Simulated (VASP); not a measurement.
# Ni in VASP: single point with LDA

Aim: the single point of Ni with LDA.

Everything below comes from runs of VASP 6.6.1. Logs are shortened: lines on timing, memory, paths and dates and some standing lists are left out, and cuts for length are marked.

## Step 1: The cell of the first run

The cell holds a slab with vacuum, 5 atoms: a = 2.422 Å, b = 2.422 Å, c = 23.910 Å, α = 90.00°, β = 90.00°, γ = 120.00°.

## Step 2: Single point, LDA, collinear spin, ferromagnetic start

Contents of POSCAR:

```
Ni
1.0
    2.4218354248      0.0000000000      0.0000000000
   -1.2109177124      2.0973710016      0.0000000000
    0.0000000000      0.0000000000     23.9097000000
Ni
5
Direct
    0.3333333335      0.1666666665      0.3345926259
    0.6666666665      0.8333333335      0.4172963128
    0.9999999995      0.5000000005      0.4999999996
    0.3333333335      0.1666666665      0.5827036872
    0.6666666665      0.8333333335      0.6654073741
```

Contents of INCAR.step1:

```
SYSTEM = Ni
ALGO = Normal
DIPOL = 0.5 0.5 0.500
EDIFF = 1E-7
ENCUT = 520
IDIPOL = 3
ISIF = 2
ISMEAR = -1
ISPIN = 2
LASPH = .TRUE.
LCHARG = .TRUE.
LDIPOL = .TRUE.
LMAXMIX = 4
LREAL = .FALSE.
LWAVE = .FALSE.
MAGMOM = 1 1 1 1 1
NBANDS = 37
NELM = 150
PREC = Accurate
SIGMA = 0.1
```

Contents of KPOINTS.step1:

```
k-points
0
G
  15 15 1
  0 0 0
```

Contents of INCAR.step2:

```
SYSTEM = Ni
ALGO = Normal
DIPOL = 0.5 0.5 0.500
EDIFF = 1E-7
ENCUT = 520
ICHARG = 11
IDIPOL = 3
ISIF = 2
ISMEAR = -5
ISPIN = 2
LASPH = .TRUE.
LCHARG = .FALSE.
LDIPOL = .TRUE.
LMAXMIX = 4
LORBIT = 11
LREAL = .FALSE.
LWAVE = .FALSE.
MAGMOM = 1 1 1 1 1
NEDOS = 2001
NELM = 150
PREC = Accurate
SIGMA = 0.1
```

Contents of KPOINTS.step2:

```
k-points
0
G
  23 23 1
  0 0 0
```

Potentials or basis: VASP PAW LDA potentials, release 64 (Ni).

Run with:

```sh
$ cat potpaw_LDA.64/Ni/POTCAR > POTCAR
$ cp INCAR.step1 INCAR
$ cp KPOINTS.step1 KPOINTS
$ mpirun -np 1 vasp_std > vasp.out
$ cp INCAR.step2 INCAR
$ cp KPOINTS.step2 KPOINTS
$ mpirun -np 1 vasp_std > vasp.out
```

OUTCAR:

```text
SYSTEM = Ni
   EDIFF = 1E-7
   ENCUT = 520
   ICHARG = 11
   ISIF = 2
   ISMEAR = -5
   ISPIN = 2
   LASPH = .TRUE.
   LORBIT = 11
   LREAL = .FALSE.
   NELM = 150
   PREC = Accurate

 ion  position               nearest neighbor table
   1  0.333  0.167  0.335-   2 2.42   2 2.42   2 2.42
   2  0.667  0.833  0.417-   3 2.42   3 2.42   3 2.42   1 2.42   1 2.42   1 2.42
   3  1.000  0.500  0.500-   2 2.42   2 2.42   2 2.42   4 2.42   4 2.42   4 2.42
   4  0.333  0.167  0.583-   5 2.42   5 2.42   5 2.42   3 2.42   3 2.42   3 2.42
   5  0.667  0.833  0.665-   4 2.42   4 2.42   4 2.42

  LATTYP: Found a hexagonal cell.
 ALAT       =     2.4218354248
 C/A-ratio  =     9.8725535828

  Lattice vectors:

 A1 = (   2.4218354248,   0.0000000000,   0.0000000000)
 A2 = (  -1.2109177124,   2.0973710016,   0.0000000000)
 A3 = (   0.0000000000,   0.0000000000,  23.9097000000)

Analysis of symmetry for initial positions (statically):
=====================================================================
 Subroutine PRICEL returns:
 Original cell was already a primitive cell.

 Routine SETGRP: Setting up the symmetry group for a
 hexagonal supercell.

 Subroutine GETGRP returns: Found 12 space group operations
 (whereof  4 operations were pure point group operations)
 out of a pool of 24 trial point group operations.

The static configuration has the point symmetry C_2h.
 The point group associated with its full space group is D_3d.

Analysis of symmetry for dynamics (positions and initial velocities):
=====================================================================
 Subroutine PRICEL returns:
 Original cell was already a primitive cell.

 Routine SETGRP: Setting up the symmetry group for a
 hexagonal supercell.

 Subroutine GETGRP returns: Found 12 space group operations
 (whereof  4 operations were pure point group operations)
 out of a pool of 24 trial point group operations.

The dynamic configuration has the point symmetry C_2h.
 The point group associated with its full space group is D_3d.

Analysis of structural, dynamic, and magnetic symmetry:
=====================================================================
 Subroutine PRICEL returns:
 Original cell was already a primitive cell.

 Routine SETGRP: Setting up the symmetry group for a
 hexagonal supercell.

 Subroutine GETGRP returns: Found 12 space group operations
 (whereof  4 operations were pure point group operations)
 out of a pool of 24 trial point group operations.

The overall configuration has the point symmetry C_2h.
 The point group associated with its full space group is D_3d.

 Subroutine INISYM returns: Found 12 space group operations
 (whereof  4 operations are pure point group operations),
 and found     1 'primitive' translations

----------------------------------------------------------------------------------------

                                     Primitive cell

  volume of cell :     121.4490

  direct lattice vectors                    reciprocal lattice vectors
     2.421835425  0.000000000  0.000000000     0.412909973  0.238393684  0.000000000
    -1.210917712  2.097371002  0.000000000     0.000000000  0.476787368  0.000000000
     0.000000000  0.000000000 23.909700000     0.000000000  0.000000000  0.041824030

  length of vectors
     2.421835425  2.421835425 23.909700000     0.476787368  0.476787368  0.041824030

  position of ions in fractional coordinates (direct lattice)
     0.333333334  0.166666666  0.334592626
     0.666666666  0.833333334  0.417296313
     0.999999999  0.500000001  0.500000000
     0.333333334  0.166666666  0.582703687
     0.666666666  0.833333334  0.665407374

  ion indices of the primitive-cell ions
   primitive index   ion index
                 1           1
                 2           2
                 3           3
                 4           4
                 5           5

----------------------------------------------------------------------------------------

 KPOINTS: k-points

Automatic generation of k-mesh.
 Grid dimensions read from file:
[... 48 lines left out ...]
 [... further k-points ...]
   k-points           NKPTS =     56   k-points in BZ     NKDIM =     56   number of bands    NBANDS=     33
   number of dos      NEDOS =   2001   number of ions     NIONS =      5
   total plane-waves  NPLWV =  58320
   dimension x,y,z NGX =    18 NGY =   18 NGZ =  180
   dimension x,y,z NGXF=    36 NGYF=   36 NGZF=  360
   ions per type =               5
   NGX,Y,Z   is equivalent  to a cutoff of  12.36, 12.36, 12.52 a.u.
   NGXF,Y,Z  is equivalent  to a cutoff of  24.71, 24.71, 25.03 a.u.
 SYSTEM =  Ni
   PREC   = accura    normal or accurate (medium, high low for compatibility)
   ISTART =      0    job   : 0-new  1-cont  2-samecut
   ICHARG =     11    charge: 1-file 2-atom 10-const
   ISPIN  =      2    spin polarized calculation?
   LNONCOLLINEAR =      F non collinear calculations
   LSORBIT =      F    spin-orbit coupling
   LASPH  =      T    aspherical Exc in radial PAW
   ENCUT  =  520.0 eV  38.22 Ry    6.18 a.u.   4.50  4.50 44.46*2*pi/ulx,y,z
   NELM   =    150;   NELMIN=  2; NELMDL=  0     # of ELM steps
   EDIFF  = 0.1E-06   stopping-criterion for ELM
   LREAL  =      F    real-space projection
   EDIFFG = 0.1E-05   stopping-criterion for IOM
   NSW    =      0    number of steps for IOM
   IBRION =     -1    ionic relax: 0-MD 1-quasi-New 2-CG
   NFREE  =      0    steps in history (QN), initial steepest desc. (CG)
   ISIF   =      2    stress and relaxation
   ISYM   =      2    0-nonsym 1-usesym 2-fastsym
   POTIM  = 0.5000    time-step for ionic-motion
   TEBEG  =    0.0;   TEEND  =   0.0 temperature during run
   PSTRESS=    0.0 pullay stress
   NELECT =      50.0000    total number of electrons
   NUPDOWN=      -1.0000    fix difference up-down
   EMIN   =  10.00;   EMAX   =-10.00  energy-range for DOS
   EFERMI =   0.00;   METHOD = LEGACY
   ISMEAR =    -5;   SIGMA  =   0.10  broadening in eV -4-tet -1-fermi 0-gaus
   EFERMI_NEDOS =   21; number of points for ismear=-14 and -15
   IALGO  =     38    algorithm
   IMIX   =      4    mixing-type and parameters
     AMIX     =   0.40;   BMIX     =  1.00
     AMIX_MAG =   1.60;   BMIX_MAG =  1.00
  volume/ion in A,a.u.               =      24.29       163.92
  Fermi-wavevector in a.u.,A,eV,Ry     =   1.217868  2.301437 20.180189  1.483202
  Thomas-Fermi vector in A             =   2.353174
   LORBIT       =     11    0 simple, 1 ext, 2 COOP (PROOUT), +10 PAW based schemes
   GGA     = CA    functional components
   LHFCALC =     F    Hartree Fock is set to
   AEXX    =    0.0000 exact exchange contribution
   IVDW    =     0    specifies the selected vdW correction
   LEPSILON=     F    determine dielectric tensor
   LRPA    =     F    only Hartree local field effects (RPA)
 spin polarized calculation
 Fermi weights with tetrahedron method with Bloechl corrections
  energy-cutoff  :      520.00
  volume of cell :      121.45
 maximum number of plane-waves:      3331
 NGX is ok and might be reduce to    18

 number of electron      49.9999955 magnetization       2.9842677

 dipolmoment           0.000000      0.000000     -0.000000 electrons x Angstroem

 Free energy of the ion-electron system (eV)
  ---------------------------------------------------
  ext. energy  EPLUGINS =         0.00000000
  ---------------------------------------------------
  free energy    TOTEN  =       -31.30626240 eV

  energy without entropy =      -31.30626240  energy(sigma->0) =      -31.30626240

 E-fermi :   1.0560     XC(G=0):  -6.6693

 val. band max:        1.0550271504   @ k =   0.4348   0.1304   0.0000
 cond. band min:       1.0423284585   @ k =   0.2609  -0.0000   0.0000
 fundamental gap:     -0.0126986919
 Fermi energy:         1.0559858708

 spin component 1

 k-point     1 :       0.0000    0.0000    0.0000
  band No.  band energies     occupation
      1      -8.1559      1.00000
      2      -7.1499      1.00000
      3      -5.7507      1.00000
      4      -4.5331      1.00000
      5      -4.1810      1.00000
      6      -1.7080      1.00000
[... 853 lines left out ...]
     32       6.8621      0.00000
     33       7.2077      0.00000

 [... further k-points ...]

 spin component 2

 k-point     1 :       0.0000    0.0000    0.0000
  band No.  band energies     occupation
      1      -8.1079      1.00000
      2      -7.0968      1.00000
      3      -5.6739      1.00000
      4      -4.3447      1.00000
      5      -3.8500      1.00000
      6      -1.1746      1.00000
[... 853 lines left out ...]
     32       6.9076      0.00000
     33       7.2299      0.00000

 [... further k-points ...]

------------------------ aborting loop because EDIFF is reached ----------------------------------------

 vacuum level on the upper side and lower side of the slab       (xc-potential included)        -0.009        -0.009

  FORCE on cell =-STRESS in cart. coord.  units (eV):
  Direction    XX          YY          ZZ          XY          YZ          ZX
  --------------------------------------------------------------------------------------
  -------------------------------------------------------------------------------------
  Total       -2.9320050     -2.9320050     -1.9818299      0.0000000      0.0000000      0.0000000
  in kB      -38.6795384    -38.6795384    -26.1446573      0.0000000      0.0000000      0.0000000
  external PRESSURE =     -34.5012447 kB  Pullay stress =       0.0000000 kB

 VOLUME and BASIS-vectors are now :
 -----------------------------------------------------------------------------
  energy-cutoff  :      520.00
  volume of cell :      121.45
      direct lattice vectors                 reciprocal lattice vectors
     2.421835425  0.000000000  0.000000000     0.412909973  0.238393684  0.000000000
    -1.210917712  2.097371002  0.000000000     0.000000000  0.476787368  0.000000000
     0.000000000  0.000000000 23.909700000     0.000000000  0.000000000  0.041824030

 POSITION                                       TOTAL-FORCE (eV/Angst)
 -----------------------------------------------------------------------------------
      0.60546      0.34956      8.00001         0.000000      0.000000      0.155242
      0.60546      1.74781      9.97743        -0.000000      0.000000     -0.152846
      1.81638      1.04869     11.95485         0.000000     -0.000000      0.000000
      0.60546      0.34956     13.93227         0.000000      0.000000      0.152846
      0.60546      1.74781     15.90969        -0.000000     -0.000000     -0.155242
 -----------------------------------------------------------------------------------
    total drift:                               -0.000003      0.000002     -0.000027

  FREE ENERGIE OF THE ION-ELECTRON SYSTEM (eV)
  ---------------------------------------------------
  free  energy   TOTEN  =       -31.3062624022 eV

  energy  without entropy=      -31.3062624022  energy(sigma->0) =      -31.30626240

 vacuum level on the upper side and lower side of the slab         6.546         6.546

 total charge

# of ion       s       p       d       tot
------------------------------------------
    1        0.521   0.436   8.367   9.324
    2        0.529   0.567   8.362   9.458
    3        0.535   0.570   8.330   9.435
    4        0.529   0.567   8.362   9.458
    5        0.521   0.436   8.367   9.324
--------------------------------------------------
tot          2.635   2.576  41.788  46.998

 magnetization (x)

# of ion       s       p       d       tot
------------------------------------------
    1       -0.004  -0.018   0.608   0.587
    2       -0.006  -0.019   0.645   0.620
    3       -0.005  -0.020   0.640   0.615
    4       -0.006  -0.019   0.645   0.620
    5       -0.004  -0.018   0.608   0.587
--------------------------------------------------
tot         -0.024  -0.093   3.146   3.030
```

Wall time 23 min (1 thread of Intel Xeon 8259CL, shared host); peak memory 0.39 GiB.

What came out:

| Item | Value |
| --- | --- |
| Net moment | 2.98 μB per cell |
| Site moments | Ni +0.59, +0.62, +0.61 (each value once) μB |
| Valence electrons inside the program's atomic spheres | Ni 9.32, 9.46, 9.44 (each value once) |

Levels at points of the mesh, in eV from the Fermi level:
Spin up:
| k point | band 23 | band 24 | band 25 | band 26 | band 27 | band 28 | band 29 | band 30 | band 31 | band 32 |
| --- | --- | --- | --- | --- | --- | --- | --- | --- | --- | --- |
| (0.00, 0.00, 0.00) | -1.22 | -0.95 | -0.95 | -0.63 | -0.63 | -0.50 | -0.49 | -0.49 | 0.11 | 5.10 |
Spin down:
```tsv
k point	band 21	band 22	band 23	band 24	band 25	band 26
(0.00, 0.00, 0.00)	-0.73	-0.63	-0.63	-0.36	-0.36	-0.36
```
